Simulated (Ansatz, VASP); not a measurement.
Given: the input of a run of VASP 6.6.1 on Sn.

Contents of INCAR:

```
ALGO = Normal ; EDIFF = 1E-6
EDIFFG = -0.005 ; ENCUT = 600
GGA = RP ; IBRION = 2
ISIF = 3 ; ISMEAR = -1
IVDW = 13 ; LASPH = T
LCHARG = F ; LREAL = F
LWAVE = F ; NELM = 80
NSW = 80 ; PREC = Accurate
SIGMA = 0.05
```

File KPOINTS:

```
k-points
0
Gamma
  9 9 9
```

The input POSCAR:

```
Sn
1.0
   -2.9401404553      2.9401404553      1.5993019889
    2.9401404553     -2.9401404553      1.5993019889
    2.9401404553      2.9401404553     -1.5993019889
Sn
2
Direct
    0.0000000000      0.0000000000      0.0000000000
    0.7500000000      0.2500000000      0.5000000000
```

Potentials or basis: VASP PAW PBE potentials, release 64 (Sn_d).

The run is started by

```sh
$ cat potpaw_PBE.64/Sn_d/POTCAR > POTCAR
$ mpirun -np 1 vasp_std > vasp.out
```

Q: Set up the same calculation for Ansatz 0.2.0. Potentials there: all-electron LAPW, scalar-relativistic.

A: As run (the cutoff follows the program's own potentials):

The input input.yaml:

```yaml
crystal:
  lattice:
    - [-2.9401404553, 2.9401404553, 1.5993019889]
    - [2.9401404553, -2.9401404553, 1.5993019889]
    - [2.9401404553, 2.9401404553, -1.5993019889]
  atoms:
    - { symbol: Sn, position: [0.0, 0.0, 0.0] }
    - { symbol: Sn, position: [0.75, 0.25, 0.5] }
kpoints:
  mp_grid: { grid: [9, 9, 9] }
scf:
  occupations: { method: fermi_dirac, width: 0.05 }
hamiltonian:
  xc: rpbe
  dispersion: d4
  pseudopotentials: { kind: all_electron, lapw: { basis_error: 0.001 } }
output:
  forces: true
  stress: true
relax:
  f_tol: 0.005
  max_steps: 60
  cell: {}
```

Potentials or basis: all-electron LAPW, scalar-relativistic.

Command:

```console
$ ansatz run input.yaml --threads 1 --pin off --max-ram 3072MiB --backend cpu --events-out ev --progress --plain --runs-dir out
```

Both were run:

|  | VASP | Ansatz | Ansatz less VASP |
| --- | --- | --- | --- |
| relaxed volume (Å³/atom) | 26.90 | 26.91 | +0.010 |
| relaxed cell length with the largest relative difference (Å) | 4.419 | 4.419 | +0.0002 |

VASP's potentials were made for PBE, not for RPBE. Ansatz ran all-electron here, and VASP with PAW potentials.
